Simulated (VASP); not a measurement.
**SiO2: single point with PBEsol**

SiO2:

```xyz
12
Lattice="0.0000 4.7397 7.3898 2.3655 0.0000 7.3898 2.3655 4.7397 0.0000" Properties=species:S:1:pos:R:3 pbc="T T T"
Si    3.5482    7.1095   13.8468
Si    2.3655    4.7397   10.1519
Si    2.3655    4.7397    4.6276
Si    3.5482    7.1095    8.3225
O     1.1827    0.6097    3.6949
O     1.1827    4.1300    3.6949
O     2.3655    7.7192    7.3898
O     2.3655    1.7602    7.3898
O     2.9569    3.5548    5.5423
O     2.9569    5.9246    9.2372
O     1.7741    3.5548    9.2372
O     1.7741    5.9246    5.5423
```

| Property | Result |
| --- | --- |
| Program | VASP 6.6.1 |
| Task | single point |
| Functional | PBEsol |
| Potentials or basis | VASP PAW PBE potentials, release 64 (Si, O) |
| Cutoff | 520 eV |
| k mesh | 7 × 7 × 7 |
| Occupations | fermi-dirac, width 0.05 eV |
| Spin | no spin polarisation |

| Item | Value |
| --- | --- |
| Pressure | 0.5 GPa |
| Largest force | 0.029 eV/Å |
| Band gap on the k mesh | 5.63 eV |

Forces in eV/Å, atoms in the order of the input:
```
Si   0.000  0.000 -0.028
Si   0.000  0.000 -0.028
Si   0.000  0.000  0.028
Si   0.000  0.000  0.028
O    0.000  0.029  0.000
O    0.000 -0.029  0.000
O    0.000  0.029  0.000
O    0.000 -0.029  0.000
O    0.000  0.000  0.000
O    0.000  0.000  0.000
O    0.000  0.000  0.000
O    0.000  0.000  0.000
```

Stress tensor (GPa, compression positive):
```
0.63 0.00 0.00
0.00 0.41 0.00
0.00 0.00 0.57
```

Levels at points of the mesh, in eV from the valence-band top:
```tsv
k point	band 28	band 29	band 30	band 31	band 32	band 33	band 34	band 35	band 36	band 37
(0.00, 0.00, 0.00)	-0.77	-0.61	-0.43	-0.03	0.00	5.63	8.14	8.18	8.56	8.65
```

Run time: 15 min on 1 thread of Intel(R) Xeon(R) Platinum 8488C (Sapphire Rapids), on a shared host, peak memory 0.57 GiB.

Caveat: the PAW data sets were made with another functional, which shifts forces and pressure a little. A k mesh can miss the band edges.
